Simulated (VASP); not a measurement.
The system is MnO.

```
Mn O
1.0
     3.37170    0.00000    0.00000
    -1.68585    2.91998    0.00000
     0.00000    0.00000    5.38550
Mn O
2 2
Cartesian
  1.6859 0.9733 2.7518
  0.0000 1.9467 0.0590
  1.6859 0.9733 4.7148
  0.0000 1.9467 2.0221
```

| Property | Result |
| --- | --- |
| Program | VASP 6.6.1 |
| Task | relaxation of cell and atoms |
| Functional | r2SCAN |
| Potentials or basis | VASP PAW PBE potentials, release 64 (Mn_pv, O) |
| Cutoff | 600 eV |
| k mesh | 9 × 9 × 5 |
| Occupations | fermi-dirac, width 0.05 eV |
| Spin | collinear spin, ferromagnetic start |
| Starting moments | [4.0, 4.0, 0.0, 0.0] μB |
| Hubbard terms | Mn d U = 4.0 eV |

At the start: pressure 8.3 GPa; volume 13.26 Å³/atom.

Question: Where does the relaxation end?

Answer: Over 15 steps the energy falls by 41.1 meV/atom and the volume is 13.95 Å³/atom (+5.2 %); space group P6_3mc (No. 186, to 0.1 Å) before and after; moment 10.00 μB per cell.

The path:
```
step  energy change (eV)  largest force (eV/Å)  pressure (GPa)  volume (Å³)
   1              0.0000                0.9667            8.32        53.02
   2             -0.0835                0.2254           -4.13        58.45
   3             -0.1425                0.0745            0.12        56.06
   4             -0.1425                0.0857            0.24        56.00
   5             -0.1464                0.1073           -0.05        56.14
   6             -0.1516                0.1694           -1.00        56.55
   7             -0.1539                0.1515           -0.85        56.47
   8             -0.1592                0.0971           -0.40        56.21
   9             -0.1636                0.0065            0.43        55.70
  10             -0.1636                0.0026            0.45        55.67
  11             -0.1637                0.0044            0.52        55.60
  12             -0.1642                0.0090            0.14        55.74
  13             -0.1643                0.0134           -0.13        55.84
  14             -0.1644                0.0001           -0.08        55.81
  15             -0.1644                0.0027           -0.06        55.80
```

Final structure:
```cif
data_structure
_symmetry_space_group_name_H-M 'P 1'
_symmetry_Int_Tables_number 1
_cell_length_a 3.4858
_cell_length_b 3.4858
_cell_length_c 5.3030
_cell_angle_alpha 90.000
_cell_angle_beta 90.000
_cell_angle_gamma 120.000
_cell_volume 55.80
loop_
_atom_site_label
_atom_site_type_symbol
_atom_site_fract_x
_atom_site_fract_y
_atom_site_fract_z
_atom_site_occupancy
Mn1 Mn 0.66667 0.33333 0.49440 1
Mn2 Mn 0.33333 0.66667 0.99440 1
O1 O 0.66667 0.33333 0.89203 1
O2 O 0.33333 0.66667 0.39203 1
```

Caveat: the PAW data sets were made with another functional, which shifts forces and pressure a little; only a ferromagnetic start was run, and an antiferromagnetic order may lie lower in energy.
